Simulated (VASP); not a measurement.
# BN (eos) (F-43m) in VASP: a series of runs

Runs on BN (eos). Level: LDA. Tasks: single point, relaxation of cell and atoms.

Program: VASP 6.6.1. These are calculated values, not measurements. Logs are shortened: lines on timing, memory, paths and dates and some standing lists are left out, and cuts for length are marked.

### 1 The cell of the first run

The structure is cubic, space group F-43m (No. 216). Conventional cell: a = 3.580 Å, b = 3.580 Å, c = 3.580 Å, α = 90.00°, β = 90.00°, γ = 90.00°. B (site symmetry -43m) has 4 N at 1.55 Å within 2.1 Å. N (site symmetry -43m) has 4 B at 1.55 Å within 2.1 Å.

### 2 Single point, LDA

INCAR

```
SYSTEM = BN
PREC = Accurate ; ENCUT = 600
EDIFF = 1E-6 ; ISMEAR = 0
SIGMA = 0.02 ; LREAL = .False.
LASPH = .True. ; NELM = 120
ALGO = Normal ; ISIF = 2
LWAVE = .False. ; LCHARG = .False.
NBANDS = 11 ; GGA_COMPAT = .False.
```

KPOINTS

```
Automatic mesh
0
Gamma
  12 12 12
  0 0 0
```

POSCAR

```
BN
1.0
    0.0000000000      1.7899407110      1.7899407110
    1.7899407110      0.0000000000      1.7899407110
    1.7899407110      1.7899407110      0.0000000000
B N
1 1
Direct
    0.0000000000      0.0000000000      0.0000000000
    0.2500000000      0.2500000000      0.2500000000
```

Potentials or basis: VASP PAW LDA potentials, release 64 (B, N).

Launch:

```sh
cat potpaw_LDA.64/B/POTCAR potpaw_LDA.64/N/POTCAR > POTCAR
mpirun -np 1 vasp_std > vasp.out
```

OUTCAR:

```text
SYSTEM = BN
   PREC = Accurate
   ENCUT = 600
   EDIFF = 1E-6
   ISMEAR = 0
   LREAL = .False.
   LASPH = .True.
   NELM = 120
   ISIF = 2

 ion  position               nearest neighbor table
   1  0.000  0.000  0.000-   2 1.55   2 1.55   2 1.55   2 1.55
   2  0.250  0.250  0.250-   1 1.55   1 1.55   1 1.55   1 1.55

  LATTYP: Found a face centered cubic cell.
 ALAT       =     3.5798814220

  Lattice vectors:

 A1 = (   0.0000000000,   1.7899407110,   1.7899407110)
 A2 = (   1.7899407110,   0.0000000000,   1.7899407110)
 A3 = (   1.7899407110,   1.7899407110,   0.0000000000)

Analysis of symmetry for initial positions (statically):
=====================================================================
 Subroutine PRICEL returns:
 Original cell was already a primitive cell.

 Routine SETGRP: Setting up the symmetry group for a
 face centered cubic supercell.

 Subroutine GETGRP returns: Found 24 space group operations
 (whereof 24 operations were pure point group operations)
 out of a pool of 48 trial point group operations.

The static configuration has the point symmetry T_d .

Analysis of symmetry for dynamics (positions and initial velocities):
=====================================================================
 Subroutine PRICEL returns:
 Original cell was already a primitive cell.

 Routine SETGRP: Setting up the symmetry group for a
 face centered cubic supercell.

 Subroutine GETGRP returns: Found 24 space group operations
 (whereof 24 operations were pure point group operations)
 out of a pool of 48 trial point group operations.

The dynamic configuration has the point symmetry T_d .

 Subroutine INISYM returns: Found 24 space group operations
 (whereof 24 operations are pure point group operations),
 and found     1 'primitive' translations

----------------------------------------------------------------------------------------

                                     Primitive cell

  volume of cell :      11.4695

  direct lattice vectors                    reciprocal lattice vectors
     0.000000000  1.789940711  1.789940711    -0.279338861  0.279338861  0.279338861
     1.789940711  0.000000000  1.789940711     0.279338861 -0.279338861  0.279338861
     1.789940711  1.789940711  0.000000000     0.279338861  0.279338861 -0.279338861

  length of vectors
     2.531358429  2.531358429  2.531358429     0.483829100  0.483829100  0.483829100

  position of ions in fractional coordinates (direct lattice)
     0.000000000  0.000000000  0.000000000
     0.250000000  0.250000000  0.250000000

  ion indices of the primitive-cell ions
   primitive index   ion index
                 1           1
                 2           2

----------------------------------------------------------------------------------------

 KPOINTS: Automatic mesh

Automatic generation of k-mesh.
 Grid dimensions read from file:
 generate k-points for:   12   12   12

 Generating k-lattice:

  Cartesian coordinates                     Fractional coordinates (reciprocal lattice)
    -0.023278238  0.023278238  0.023278238     0.083333333  0.000000000  0.000000000
     0.023278238 -0.023278238  0.023278238     0.000000000  0.083333333  0.000000000
     0.023278238  0.023278238 -0.023278238     0.000000000  0.000000000  0.083333333

  Length of vectors
     0.040319092  0.040319092  0.040319092

  Shift w.r.t. Gamma in fractional coordinates (k-lattice)
     0.000000000  0.000000000  0.000000000

 Subroutine IBZKPT returns following result:
 ===========================================

 Found     72 irreducible k-points:

 Following reciprocal coordinates:
            Coordinates               Weight
  0.000000  0.000000  0.000000      1.000000
  0.083333  0.000000  0.000000      8.000000
  0.166667  0.000000  0.000000      8.000000
  0.250000  0.000000  0.000000      8.000000
  0.333333  0.000000  0.000000      8.000000
  0.416667  0.000000  0.000000      8.000000
[... 16 lines left out ...]
  0.500000  0.166667  0.000000     24.000000
 -0.416667  0.166667  0.000000     24.000000
 [... further k-points ...]
   k-points           NKPTS =     72   k-points in BZ     NKDIM =     72   number of bands    NBANDS=     11
   number of dos      NEDOS =    301   number of ions     NIONS =      2
   total plane-waves  NPLWV =   8000
   dimension x,y,z NGX =    20 NGY =   20 NGZ =   20
   dimension x,y,z NGXF=    40 NGYF=   40 NGZF=   40
   ions per type =               1   1
   NGX,Y,Z   is equivalent  to a cutoff of  13.13, 13.13, 13.13 a.u.
   NGXF,Y,Z  is equivalent  to a cutoff of  26.27, 26.27, 26.27 a.u.
 SYSTEM =  BN
   PREC   = accura    normal or accurate (medium, high low for compatibility)
   ISTART =      0    job   : 0-new  1-cont  2-samecut
   ICHARG =      2    charge: 1-file 2-atom 10-const
   ISPIN  =      1    spin polarized calculation?
   LNONCOLLINEAR =      F non collinear calculations
   LSORBIT =      F    spin-orbit coupling
   LASPH  =      T    aspherical Exc in radial PAW
   ENCUT  =  600.0 eV  44.10 Ry    6.64 a.u.   5.06  5.06  5.06*2*pi/ulx,y,z
   NELM   =    120;   NELMIN=  2; NELMDL= -5     # of ELM steps
   EDIFF  = 0.1E-05   stopping-criterion for ELM
   LREAL  =      F    real-space projection
   EDIFFG = 0.1E-04   stopping-criterion for IOM
   NSW    =      0    number of steps for IOM
   IBRION =     -1    ionic relax: 0-MD 1-quasi-New 2-CG
   NFREE  =      0    steps in history (QN), initial steepest desc. (CG)
   ISIF   =      2    stress and relaxation
   ISYM   =      2    0-nonsym 1-usesym 2-fastsym
   POTIM  = 0.5000    time-step for ionic-motion
   TEBEG  =    0.0;   TEEND  =   0.0 temperature during run
   PSTRESS=    0.0 pullay stress
   NELECT =       8.0000    total number of electrons
   NUPDOWN=      -1.0000    fix difference up-down
   EMIN   =  10.00;   EMAX   =-10.00  energy-range for DOS
   EFERMI =   0.00;   METHOD = LEGACY
   ISMEAR =     0;   SIGMA  =   0.02  broadening in eV -4-tet -1-fermi 0-gaus
   EFERMI_NEDOS =   21; number of points for ismear=-14 and -15
   IALGO  =     38    algorithm
   IMIX   =      4    mixing-type and parameters
     AMIX     =   0.40;   BMIX     =  1.00
     AMIX_MAG =   1.60;   BMIX_MAG =  1.00
  volume/ion in A,a.u.               =       5.73        38.70
  Fermi-wavevector in a.u.,A,eV,Ry     =   1.451854  2.743606 28.679436  2.107879
  Thomas-Fermi vector in A             =   2.569303
   LORBIT       =      0    0 simple, 1 ext, 2 COOP (PROOUT), +10 PAW based schemes
   GGA     = CA    functional components
   LHFCALC =     F    Hartree Fock is set to
   AEXX    =    0.0000 exact exchange contribution
   IVDW    =     0    specifies the selected vdW correction
   LEPSILON=     F    determine dielectric tensor
   LRPA    =     F    only Hartree local field effects (RPA)
 non-spin polarized calculation
 Gauss-broadening in eV      SIGMA  =   0.02
  energy-cutoff  :      600.00
  volume of cell :       11.47
 maximum number of plane-waves:       392
   NGX = 11   NGY = 11   NGZ = 11

 number of electron       7.9999999 magnetization

 Free energy of the ion-electron system (eV)
  ---------------------------------------------------
  ext. energy  EPLUGINS =         0.00000000
  ---------------------------------------------------
  free energy    TOTEN  =       -19.41623727 eV

  energy without entropy =      -19.41623727  energy(sigma->0) =      -19.41623727

 E-fermi :   7.8639     XC(G=0): -13.2462

 val. band max:        7.7587234878   @ k =   0.0000   0.0000   0.0000
 cond. band min:      12.1368314056   @ k =   0.5000   0.5000   0.0000
 fundamental gap:      4.3781079178
 Fermi energy:         7.8639086565

 k-point     1 :       0.0000    0.0000    0.0000
  band No.  band energies     occupation
      1     -12.6458      2.00000
      2       7.7587      2.00000
      3       7.7587      2.00000
      4       7.7587      2.00000
      5      16.5806      0.00000
      6      16.5806      0.00000
      7      16.5806      0.00000
      8      18.6784      0.00000
      9      32.8057      0.00000
     10      35.9090      0.00000
     11      35.9090      0.00000

 k-point     2 :       0.0833    0.0000    0.0000
  band No.  band energies     occupation
      1     -12.4722      2.00000
      2       6.8354      2.00000
      3       7.5707      2.00000
      4       7.5707      2.00000
      5      16.8507      0.00000
      6      16.8643      0.00000
      7      16.8643      0.00000
      8      19.1903      0.00000
      9      32.4794      0.00000
     10      33.5187      0.00000
     11      33.5187      0.00000

 k-point     3 :       0.1667    0.0000    0.0000
  band No.  band energies     occupation
      1     -11.9574      2.00000
      2       4.7033      2.00000
      3       7.1145      2.00000
      4       7.1145      2.00000
      5      17.2871      0.00000
      6      17.5195      0.00000
      7      17.5195      0.00000
      8      20.4111      0.00000
      9      31.7781      0.00000
     10      31.9218      0.00000
     11      31.9218      0.00000

 k-point     4 :       0.2500    0.0000    0.0000
  band No.  band energies     occupation
      1     -11.1228      2.00000
      2       2.1880      2.00000
      3       6.5901      2.00000
      4       6.5901      2.00000
      5      17.6951      0.00000
      6      18.1380      0.00000
      7      18.1380      0.00000
      8      21.6273      0.00000
      9      31.2209      0.00000
     10      31.5108      0.00000
     11      31.5108      0.00000
[... 239 lines left out ...]
 k-point    22 :       0.4167    0.1667    0.0000
  band No.  band energies     occupation
      1      -9.0912      2.00000
      2      -0.5801      2.00000
      3       4.5653      2.00000
      4       4.6979      2.00000
      5      16.2960      0.00000
      6      20.4493      0.00000
      7      20.7384      0.00000
      8      21.7174      0.00000
      9      28.2270      0.00000
     10      34.3053      0.00000
     11      36.4342      0.00000

 k-point    23 :       0.5000    0.1667    0.0000
  band No.  band energies     occupation
      1      -8.0529      2.00000
      2      -2.2199      2.00000
      3       3.9618      2.00000
      4       4.7755      2.00000
      5      16.6390      0.00000
      6      20.4383      0.00000
      7      20.4812      0.00000
      8      23.0250      0.00000
      9      28.5806      0.00000
     10      34.4816      0.00000
     11      35.6122      0.00000

 k-point    24 :      -0.4167    0.1667    0.0000
  band No.  band energies     occupation
      1      -7.8481      2.00000
      2      -2.5110      2.00000
      3       3.5449      2.00000
      4       5.1027      2.00000
      5      17.0907      0.00000
      6      20.0757      0.00000
      7      20.3094      0.00000
      8      23.6605      0.00000
      9      28.8633      0.00000
     10      33.3023      0.00000
     11      34.7438      0.00000

 [... further k-points ...]
[... 5 lines left out ...]
  --------------------------------------------------------------------------------------
  -------------------------------------------------------------------------------------
  Total        0.0708270      0.0708270      0.0708270      0.0000000      0.0000000      0.0000000
  in kB        9.8938101      9.8938101      9.8938101      0.0000000      0.0000000      0.0000000
  external PRESSURE =       9.8938101 kB  Pullay stress =       0.0000000 kB

 VOLUME and BASIS-vectors are now :
 -----------------------------------------------------------------------------
  energy-cutoff  :      600.00
  volume of cell :       11.47
      direct lattice vectors                 reciprocal lattice vectors
     0.000000000  1.789940711  1.789940711    -0.279338861  0.279338861  0.279338861
     1.789940711  0.000000000  1.789940711     0.279338861 -0.279338861  0.279338861
     1.789940711  1.789940711  0.000000000     0.279338861  0.279338861 -0.279338861

 POSITION                                       TOTAL-FORCE (eV/Angst)
 -----------------------------------------------------------------------------------
      0.00000      0.00000      0.00000        -0.000000     -0.000000     -0.000000
      0.89497      0.89497      0.89497         0.000000      0.000000      0.000000
 -----------------------------------------------------------------------------------
    total drift:                               -0.000000     -0.000000     -0.000000

  FREE ENERGIE OF THE ION-ELECTRON SYSTEM (eV)
  ---------------------------------------------------
  free  energy   TOTEN  =       -19.4162372726 eV

  energy  without entropy=      -19.4162372726  energy(sigma->0) =      -19.41623727
```

Wall time 5.1 s (1 thread of Intel Xeon Platinum 8375C at 2.90GHz (Ice Lake), shared host); peak memory 0.12 GiB.

Results:

| Item | Value |
| --- | --- |
| Free energy | -19.4162 eV |
| Pressure | 1.0 GPa |
| Band gap on the k mesh | 4.38 eV, indirect (least direct gap 8.82 eV) |

A k mesh can miss the band edges. A hybrid or GW would open this gap; LDA tends to underestimate it.

### 3 Single point, LDA (volume scaled by 0.97)

INCAR

```
SYSTEM = BN
PREC = Accurate
ENCUT = 600
EDIFF = 1E-6
ISMEAR = 0
SIGMA = 0.02
LREAL = .False.
LASPH = .True.
NELM = 120
ALGO = Normal
ISIF = 2
LWAVE = .False.
LCHARG = .True.
LELF = .True.
LVHAR = .True.
NBANDS = 11
GGA_COMPAT = .False.
```

KPOINTS

```
regular mesh
0
Gamma
  12 12 12
  0 0 0
```

POSCAR

```
BN
1.0
    0.0000000000      1.7718592656      1.7718592656
    1.7718592656      0.0000000000      1.7718592656
    1.7718592656      1.7718592656      0.0000000000
B N
1 1
Direct
    0.0000000000      0.0000000000      0.0000000000
    0.2500000000      0.2500000000      0.2500000000
```

Potentials or basis: VASP PAW LDA potentials, release 64 (B, N).

Launch:

```sh
cat potpaw_LDA.64/B/POTCAR potpaw_LDA.64/N/POTCAR > POTCAR
mpirun -np 1 vasp_std > vasp.out
```

Wall time 5.3 s (1 thread of Intel Xeon Platinum 8375C at 2.90GHz (Ice Lake), shared host); peak memory 0.12 GiB.

Results (log left out):

* Free energy: -19.3995 eV
* Pressure: 14.1 GPa
* Band gap on the k mesh: 4.41 eV, indirect (least direct gap 8.97 eV)

Levels at points of the mesh, in eV from the valence-band top:
```csv
k point,band 1,band 2,band 3,band 4,band 5,band 6,band 7,band 8,band 9
"(0.00, 0.00, 0.00)",-20.76,0.00,0.00,0.00,8.97,8.97,8.97,11.43,25.63
"(0.50, 0.00, 0.00)",-16.19,-11.27,-2.06,-2.06,10.89,10.89,11.01,15.62,23.97
"(0.50, 0.50, 0.00)",-14.73,-9.28,-5.23,-5.23,4.41,9.48,18.63,18.63,21.55
```

### 4 Single point, LDA (volume scaled by 1.03)

INCAR

```
  PREC = Accurate
  ENCUT = 600
  EDIFF = 1E-6
  ISMEAR = 0
  SIGMA = 0.02
  LREAL = F
  LASPH = T
  NELM = 120
  ALGO = Normal
  ISIF = 2
  LWAVE = F
  LCHARG = F
  NBANDS = 11
  GGA_COMPAT = F
```

KPOINTS

```
Automatic mesh
0
Gamma
  12 12 12
```

POSCAR

```
BN
1.0
    0.0000000000      1.8076640489      1.8076640489
    1.8076640489      0.0000000000      1.8076640489
    1.8076640489      1.8076640489      0.0000000000
B N
1 1
Direct
    0.0000000000      0.0000000000      0.0000000000
    0.2500000000      0.2500000000      0.2500000000
```

Launch:

```sh
cat potpaw_LDA.64/B/POTCAR potpaw_LDA.64/N/POTCAR > POTCAR
mpirun -np 1 vasp_std > vasp.out
```

Run time: 5.2 s. Hardware: 1 thread of Intel Xeon Platinum 8375C at 2.90GHz (Ice Lake), shared host; peak memory 0.12 GiB.

It converged, with:

- Free energy: -19.4067 eV
- Pressure: -10.4 GPa
- Band gap on the k mesh: 4.34 eV, indirect (least direct gap 8.68 eV)

Levels at points of the mesh, in eV from the valence-band top:
```csv
k point,band 1,band 2,band 3,band 4,band 5,band 6,band 7,band 8
"(0.00, 0.00, 0.00)",-20.07,0.00,0.00,0.00,8.68,8.68,8.68,10.44
"(0.50, 0.00, 0.00)",-15.78,-10.71,-1.95,-1.95,10.21,10.56,10.56,15.01
"(0.50, 0.50, 0.00)",-14.41,-8.88,-4.92,-4.92,4.34,9.14,17.69,17.69
```

(Continued in part 2 of 2.)
